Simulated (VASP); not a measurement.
Crystal: In3SbTe2.

```
CELL_PARAMETERS angstrom
4.42810 0.00000 0.00000
-2.21405 3.83484 0.00000
0.00000 0.00000 10.75645
ATOMIC_POSITIONS crystal
Te 0.66667 0.33333 0.32831
Te 0.33333 0.66667 0.67169
Sb 0.00000 0.00000 0.00000
In 0.66667 0.33333 0.84307
In 0.33333 0.66667 0.15693
In 0.00000 0.00000 0.50000
```

Base run:

```yaml
Program: VASP 6.6.1
Functional: PBEsol
Potentials_or_basis: VASP PAW PBE potentials, release 64 (Te, Sb, In_d)
Cutoff: 520 eV
k_mesh: 7 × 7 × 3
Occupations: fermi-dirac, width 0.05 eV
Spin: no spin polarisation
```

Its results: band gap on the k mesh zero (bands 28 and 29 overlap by 1.12 eV); pressure -2.9 GPa; largest force 0.149 eV/Å.

Problem. The run is repeated on the same cell with these changes: functional from PBEsol to PBE. What comes out?

Solution. Band gap on the k mesh zero (bands 28 and 29 overlap by 1.14 eV); pressure -0.3 GPa; largest force 0.144 eV/Å.

PBE binds less tightly than PBEsol, so the same cell stands under more pressure.

Caveats: spin-orbit coupling is left out, which moves the levels of the heavy elements; the PAW data sets were made with another functional, which shifts forces and pressure a little (at least some runs).
